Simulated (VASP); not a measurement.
Set up this calculation in VASP 6.6.1, as the native input.

- Task: single point
- Functional: r2SCAN
- Potentials or basis: VASP PAW PBE potentials, release 64 (Na_pv, F)
- Cutoff: 520 eV
- k mesh: 8 × 8 × 8
- Occupations: gaussian, width 0.01 eV
- Spin: no spin polarisation
- Dipole correction: no
- Further INCAR settings: ALGO = Normal; EDIFF = 1e-07; NBANDS = 14

NaF:

```
Na F
1.0
     0.04320    2.57446    2.57446
     2.57446    0.04320    2.57446
     2.57446    2.57446    0.04320
Na F
1 1
Direct
  0.00186 0.00186 0.00186
  0.24814 0.24814 0.24814
```

This cell differs from its parent crystal: strain along [111] +2.6%.

These files were run (other wordings do the same):

POSCAR

```
NaF
1.0
    0.0432001940      2.5744615619      2.5744615619
    2.5744615619      0.0432001940      2.5744615619
    2.5744615619      2.5744615619      0.0432001940
Na F
1 1
Direct
    0.0018630582      0.0018630582      0.0018630582
    0.2481369418      0.2481369418      0.2481369418
```

INCAR.step1

```
SYSTEM = NaF
PREC = Accurate ; ENCUT = 520
ISMEAR = 0 ; SIGMA = 0.01
LREAL = .False. ; LASPH = .True.
NELM = 60 ; NBANDS = 14
GGA = PE ; ALGO = Normal
EDIFF = 1E-4 ; LWAVE = .True.
LCHARG = .False.
```

INCAR.step2

```
SYSTEM = NaF
PREC = Accurate ; ENCUT = 520
EDIFF = 1E-7 ; ISMEAR = 0
SIGMA = 0.01 ; LREAL = .False.
LASPH = .True. ; NELM = 60
ALGO = Normal ; ISIF = 2
LWAVE = .False. ; LCHARG = .False.
METAGGA = R2SCAN ; LMIXTAU = .True.
NBANDS = 14 ; ISTART = 1
```

KPOINTS

```
Automatic mesh
0
Gamma
  8 8 8
  0 0 0
```

Potentials or basis: VASP PAW PBE potentials, release 64 (Na_pv, F).

Run with:

```bash
$ cat potpaw_PBE.64/Na_pv/POTCAR potpaw_PBE.64/F/POTCAR > POTCAR
$ cp INCAR.step1 INCAR
$ mpirun -np 1 vasp_std > vasp.out
$ cp INCAR.step2 INCAR
$ mpirun -np 1 vasp_std > vasp.out
```

It gave:

* Pressure: -1.3 GPa
* Largest force: 0.011 eV/Å
* Band gap on the k mesh: 6.17 eV, direct

Caveat: the cell differs from its parent crystal (strain along [111] +2.6%); the PAW data sets were made with another functional, which shifts forces and pressure a little.

Wall time 2 min on 1 thread of AMD EPYC 7R13 Processor (Zen 3), with other jobs on the host, peak memory 0.14 GiB.
